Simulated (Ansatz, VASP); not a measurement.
## BiP in VASP and in Ansatz

The input INCAR:

```
SYSTEM = BiP
PREC = Accurate
ENCUT = 520
EDIFF = 1E-8
ISMEAR = -1
SIGMA = 0.05
LREAL = .False.
LASPH = .True.
NELM = 80
ALGO = Normal
ISIF = 2
LWAVE = .False.
LCHARG = .False.
GGA = PE
LEFG = .True.
NBANDS = 17
```

File KPOINTS:

```
regular mesh
0
Gamma
  12 12 12
  0 0 0
```

File POSCAR:

```
BiP
1.0
    0.0000000000      2.8843609856      2.8843609856
    2.8843609856      0.0000000000      2.8843609856
    2.8843609856      2.8843609856      0.0000000000
Bi P
1 1
Direct
    0.0000000000      0.0000000000      0.0000000000
    0.5000000000      0.5000000000      0.5000000000
```

Input for Ansatz:

```yaml
crystal:
  lattice:
    - [0.0, 2.8843609856, 2.8843609856]
    - [2.8843609856, 0.0, 2.8843609856]
    - [2.8843609856, 2.8843609856, 0.0]
  atoms:
    - { symbol: Bi, position: [0.0, 0.0, 0.0] }
    - { symbol: P, position: [0.5, 0.5, 0.5] }
kpoints:
  mp_grid: { grid: [12, 12, 12] }
scf:
  occupations: { method: fermi_dirac, width: 0.05 }
hamiltonian:
  xc: pbe
  pseudopotentials: { kind: paw }
output:
  forces: true
  stress: true
  eigenvalues: true
  efg: { contact_densities: true }
```

Change from the starting cell: volume scaled by 0.96, PAW files.

Alike in both runs: task electric field gradients; functional PBE; k mesh 12 × 12 × 12; occupations fermi-dirac, width 0.05 eV; no spin polarisation.

|  | VASP | Ansatz |
| --- | --- | --- |
| version | VASP 6.6.1 | Ansatz 0.2.0 |
| potentials or method | VASP PAW PBE potentials, release 64 (Bi_d, P) | PAW with Ansatz's default frozen-core files, scalar-relativistic |
| plane-wave cutoff (eV) | 520 | 420 |
| valence electrons in the cell | 20 | 20 |

|  | VASP | Ansatz | Ansatz less VASP |
| --- | --- | --- | --- |
| pressure (GPa) | 3.2 | 3.2 | +0.05 |

Neither program's run includes spin-orbit coupling.
